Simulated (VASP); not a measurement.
Input of a VASP 6.6.1 run:

Contents of INCAR:

```
PREC     = Accurate       # precision mode
ENCUT    = 600            # plane-wave cutoff, eV
EDIFF    = 1E-6           # SCF threshold, eV
ISMEAR   = 0              # smearing method
SIGMA    = 0.1            # smearing width, eV
LREAL    = False          # projectors in reciprocal space
LASPH    = True           # aspherical terms in the spheres
NELM     = 200            # most SCF steps
ALGO     = Normal         # electronic algorithm
ISIF     = 2              # what is computed and relaxed
LWAVE    = False          # write WAVECAR
LCHARG   = True           # write CHGCAR
GGA      = PE             # functional
LVHAR    = True         
NBANDS   = 69             # bands
GGA_COMPAT= False        
LMAXMIX  = 6              # l up to which the mixer works
KPAR     = 4
```

KPOINTS

```
Automatic mesh
0
Gamma
  10 4 4
```

File POSCAR:

```
TmGa3Hg3As2N4
1.0
    3.3629350501      0.0034637914      0.0297657967
   -0.0355090795      8.2407281980      0.0576358267
   -0.3959297868     -2.7549983427      9.5863206190
Tm Ga Hg As N
1 3 3 2 4
Direct
    0.2956928369      0.8245882003      0.6887104328
    0.2826464822      0.2108833718      0.5577952307
    0.7733826166      0.8554137107      0.4503289595
    0.7778876411      0.4578203924      0.4945388217
    0.6109791204      0.7530600149      0.1913542683
    0.2778673461      0.2545486033      0.1902114572
    0.8091960189      0.4053770595      0.8659852031
    0.2966924087      0.1545404174      0.9294049116
    0.3238720022      0.6884240289      0.9374037409
    0.7901880760      0.3180216395      0.6283749310
    0.7846157088      0.6966353673      0.5745713901
    0.2782107556      0.9729723113      0.5295280393
    0.2691299864      0.3512828025      0.4060665839
```

Potentials or basis: VASP PAW PBE potentials, release 64 (Tm_3, Ga_d, Hg, As, N), 4f in core.

The run is started by

```bash
$ cat potpaw_PBE.64/Tm_3/POTCAR potpaw_PBE.64/Ga_d/POTCAR potpaw_PBE.64/Hg/POTCAR potpaw_PBE.64/As/POTCAR potpaw_PBE.64/N/POTCAR > POTCAR
$ mpirun -np 4 vasp_std > vasp.out
```

(1) What does it give for the pressure?

(2) What does it give for the largest force?

Answers

(1) 0.5 GPa.

(2) 0.236 eV/Å.

Caveat: the cell differs from its parent crystal (atoms taken out); the run has no spin polarisation, though such a crystal can be magnetic.
